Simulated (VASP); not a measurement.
# MnO2 in VASP: further runs, part 2 of 2

VASP 6.6.1. Earlier steps stand in the parts before.

### Step 4. Single point, PBE+U, collinear spin, ferromagnetic start

File INCAR:

```
SYSTEM = MnO2
  PREC = Accurate
  ENCUT = 520
  EDIFF = 1E-7
  ISMEAR = 0
  SIGMA = 0.05
  LREAL = .FALSE.
  LASPH = .TRUE.
  NELM = 150
  ALGO = Normal
  ISIF = 2
  LWAVE = .FALSE.
  LCHARG = .FALSE.
  ISPIN = 2
  MAGMOM = 3.15 0 0
  LORBIT = 11
  LMAXMIX = 4
  LDAU = .TRUE.
  LDAUTYPE = 2
  LDAUL = 2 -1
  LDAUU = 7 0
  LDAUJ = 0 0
  LDAUPRINT = 1
  GGA = PE
  NBANDS = 24
```

File KPOINTS:

```
Automatic mesh
0
G
  10 10 6
  0 0 0
```

File POSCAR:

```
MnO2
1.0
    2.9203003366      0.0000000000      0.0000000000
   -1.4601501683      2.5290542782      0.0000000000
    0.0000000000      0.0000000000      5.5070216066
Mn O
1 2
Direct
    0.0000000000      0.0000000000      0.0000000000
    0.3333333333      0.6666666667      0.1728657965
    0.6666666667      0.3333333333      0.8271342035
```

Potentials or basis: VASP PAW PBE potentials, release 64 (Mn_pv, O).

Run with:

```
$ cat potpaw_PBE.64/Mn_pv/POTCAR potpaw_PBE.64/O/POTCAR > POTCAR
$ mpirun -np 1 vasp_std > vasp.out
```

OUTCAR:

```text
SYSTEM = MnO2
   PREC = Accurate
   ENCUT = 520
   EDIFF = 1E-7
   ISMEAR = 0
   LREAL = .FALSE.
   LASPH = .TRUE.
   NELM = 150
   ISIF = 2
   ISPIN = 2
   LORBIT = 11
   GGA = PE

 ion  position               nearest neighbor table
   1  0.000  0.000  0.000-   2 1.94   3 1.94   3 1.94   2 1.94   3 1.94   2 1.94
   2  0.333  0.667  0.173-   1 1.94   1 1.94   1 1.94
   3  0.667  0.333  0.827-   1 1.94   1 1.94   1 1.94

  LATTYP: Found a hexagonal cell.
 ALAT       =     2.9203003366
 C/A-ratio  =     1.8857723425

  Lattice vectors:

 A1 = (   2.9203003366,   0.0000000000,   0.0000000000)
 A2 = (  -1.4601501683,   2.5290542782,   0.0000000000)
 A3 = (   0.0000000000,   0.0000000000,   5.5070216066)

Analysis of symmetry for initial positions (statically):
=====================================================================
 Subroutine PRICEL returns:
 Original cell was already a primitive cell.

 Routine SETGRP: Setting up the symmetry group for a
[... 1530 lines left out ...]

 [... further k-points ...]

------------------------ aborting loop because EDIFF is reached ----------------------------------------

  FORCE on cell =-STRESS in cart. coord.  units (eV):
  Direction    XX          YY          ZZ          XY          YZ          ZX
  --------------------------------------------------------------------------------------
  -------------------------------------------------------------------------------------
  Total        1.8185257      1.8185257      0.8531590      0.0000000     -0.0000000      0.0000000
  in kB       71.6353814     71.6353814     33.6076478      0.0000000     -0.0000000      0.0000000
  external PRESSURE =      58.9594702 kB  Pullay stress =       0.0000000 kB

 VOLUME and BASIS-vectors are now :
 -----------------------------------------------------------------------------
  energy-cutoff  :      520.00
  volume of cell :       40.67
      direct lattice vectors                 reciprocal lattice vectors
     2.920300337  0.000000000  0.000000000     0.342430533  0.197702360  0.000000000
    -1.460150168  2.529054278  0.000000000     0.000000000  0.395404720  0.000000000
     0.000000000  0.000000000  5.507021607     0.000000000  0.000000000  0.181586359

 POSITION                                       TOTAL-FORCE (eV/Angst)
 -----------------------------------------------------------------------------------
      0.00000      0.00000      0.00000        -0.000000      0.000000      0.000000
     -0.00000      1.68604      0.95198        -0.000000      0.000000      0.474633
      1.46015      0.84302      4.55505         0.000000     -0.000000     -0.474633
 -----------------------------------------------------------------------------------
    total drift:                                0.000000     -0.000000     -0.000000

  FREE ENERGIE OF THE ION-ELECTRON SYSTEM (eV)
  ---------------------------------------------------
  free  energy   TOTEN  =       -19.4598885118 eV

  energy  without entropy=      -19.4598885118  energy(sigma->0) =      -19.45988851

 total charge

# of ion       s       p       d       tot
------------------------------------------
    1        0.345   6.439   4.805  11.590
    2        1.583   3.408   0.000   4.991
    3        1.583   3.408   0.000   4.991
--------------------------------------------------
tot          3.512  13.256   4.805  21.573

 magnetization (x)

# of ion       s       p       d       tot
------------------------------------------
    1        0.035   0.048   3.508   3.590
    2        0.000  -0.276   0.000  -0.275
    3        0.000  -0.276   0.000  -0.275
--------------------------------------------------
tot          0.035  -0.504   3.508   3.040
```

Run time: 1.7 min. Hardware: 1 thread of AMD EPYC 9R45 (Zen 5), shared host; peak memory 0.21 GiB.

What came out:

- Free energy: -19.4599 eV
- Pressure: 5.9 GPa
- Largest force: 0.475 eV/Å
- Band gap on the k mesh: 1.37 eV (least direct gap 1.56 eV)
- Net moment: 3.00 μB per cell
- Site moments: Mn +3.59; O -0.28 μB
- Valence electrons inside the program's atomic spheres: Mn 11.59; O 4.99

Forces on the atoms (eV/Å):
```
Mn   0.000  0.000  0.000
O    0.000  0.000  0.475
O    0.000  0.000 -0.475
```

Eigenvalues of the final occupation matrices:
| site | spin | trace | eigenvalues |
| --- | --- | --- | --- |
| site 1 d | 1 | 4.17 | 0.63 0.63 0.97 0.97 0.97 |
| site 1 d | 2 | 0.66 | 0.05 0.05 0.05 0.25 0.25 |

Caveat: the cell stands under pressure; a cell with one magnetic atom can't hold antiferromagnetic order, which such compounds often take. The state reached can hang on the start; a lower one may exist.

### Step 5. Single point, PBE+U, collinear spin, ferromagnetic start (atom 3 (O) moved 0.05 Å along z)

File INCAR:

```
PREC = Accurate
ENCUT = 520
EDIFF = 1E-7
ISMEAR = 0
SIGMA = 0.05
LREAL = False
LASPH = True
NELM = 150
ALGO = Normal
ISIF = 2
LWAVE = False
LCHARG = False
ISPIN = 2
MAGMOM = 3.15 0 0
LORBIT = 11
LMAXMIX = 4
LDAU = True
LDAUTYPE = 2
LDAUL = 2 -1
LDAUU = 3.9 0
LDAUJ = 0 0
LDAUPRINT = 1
GGA = PE
NBANDS = 24
```

File KPOINTS:

```
Automatic mesh
0
Gamma
  10 10 6
```

POSCAR, as its differences from that of step 4:

```diff
@@ -10,2 +10,2 @@
     0.3333333333      0.6666666667      0.1728657965
-    0.6666666667      0.3333333333      0.8271342035
+    0.6666666667      0.3333333333      0.8362135214
```

Run with:

```
$ cat potpaw_PBE.64/Mn_pv/POTCAR potpaw_PBE.64/O/POTCAR > POTCAR
$ mpirun -np 1 vasp_std > vasp.out
```

It took 1.8 min on 1 thread of AMD EPYC 9R45 (Zen 5), shared host; peak memory 0.22 GiB.

Results (log left out):

- Free energy: -21.2363 eV
- Pressure: 2.9 GPa
- Largest force: 0.855 eV/Å
- Band gap on the k mesh: 1.88 eV (least direct gap 2.04 eV)
- Net moment: 3.00 μB per cell
- Site moments: Mn +3.22; O -0.13, -0.11 μB
- Valence electrons inside the program's atomic spheres: Mn 11.63; O 4.99, 5.01

Forces on the atoms (eV/Å):
```
Mn   0.000  0.000  0.654
O    0.000  0.000  0.201
O    0.000  0.000 -0.855
```

Stress tensor (GPa, compression positive):
```
2.54 0.00 0.00
0.00 2.54 0.00
0.00 0.00 3.62
```

Levels at points of the mesh, in eV from the valence-band top:
Spin up:
```
           k point  band 10  band 11  band 12  band 13  band 14  band 15  band 16  band 17  band 18  band 19
(0.00, 0.00, 0.00)    -3.49    -0.62    -0.57    -0.50    -0.50     3.26     3.26     7.08    10.63    12.57
(0.50, 0.00, 0.00)    -3.13    -2.55    -2.06    -1.39    -1.06     2.33     3.08    12.02    12.63    13.94
(0.00, 0.00, 0.50)    -3.49    -0.99    -0.51    -0.51    -0.45     3.26     3.26     8.63     9.09    12.11
(0.50, 0.00, 0.50)    -3.13    -2.54    -2.05    -1.44    -0.93     2.33     3.07    11.52    12.76    13.70
```
Spin down:
```tsv
k point	band 7	band 8	band 9	band 10	band 11	band 12	band 13	band 14	band 15	band 16
(0.00, 0.00, 0.00)	-4.00	-3.88	-0.74	-0.72	-0.72	3.02	3.02	4.41	5.29	5.29
(0.50, 0.00, 0.00)	-3.60	-3.14	-2.17	-1.91	-1.17	3.15	3.62	3.87	4.66	5.27
(0.00, 0.00, 0.50)	-4.00	-3.64	-1.14	-0.72	-0.72	3.02	3.02	4.43	5.30	5.30
(0.50, 0.00, 0.50)	-3.66	-3.14	-2.16	-1.90	-1.04	3.16	3.62	3.88	4.64	5.26
```

Eigenvalues of the final occupation matrices:
| site | spin | trace | eigenvalues |
| --- | --- | --- | --- |
| site 1 d | 1 | 4.00 | 0.56 0.56 0.96 0.96 0.96 |
| site 1 d | 2 | 0.86 | 0.08 0.08 0.08 0.32 0.32 |

Caveat: the cell differs from its parent crystal (atom 3 (O) moved 0.05 Å along z); a cell with one magnetic atom can't hold antiferromagnetic order, which such compounds often take.

### Step 6. Summary

```csv
U,cell,gap on the mesh (eV),pressure (GPa),moment (μB),largest force (eV/Å)
Mn d U = 3.9 eV,"as given, atomic positions A",1.85,0.4,3.00,0.09
Mn d U = 2.0 eV,"as given, atomic positions A",1.98,-2.1,3.00,0.07
Mn d U = 7.0 eV,"as given, atomic positions A",1.37,5.9,3.00,0.47
Mn d U = 3.9 eV,"as given, atomic positions B",1.88,2.9,3.00,0.85
```

Alike in all rows: task single point; level PBE+U; potentials or basis VASP PAW PBE potentials, release 64 (Mn_pv, O); spin collinear, ferromagnetic start; k mesh 10 × 10 × 6; cutoff (eV) 520; smearing gaussian 0.05 eV.

Caveats: a cell with one magnetic atom can't hold antiferromagnetic order, which such compounds often take; the cell stands under pressure (at least some runs).

Total energies depend on the potentials used, so only differences within one code and one set of settings carry meaning.
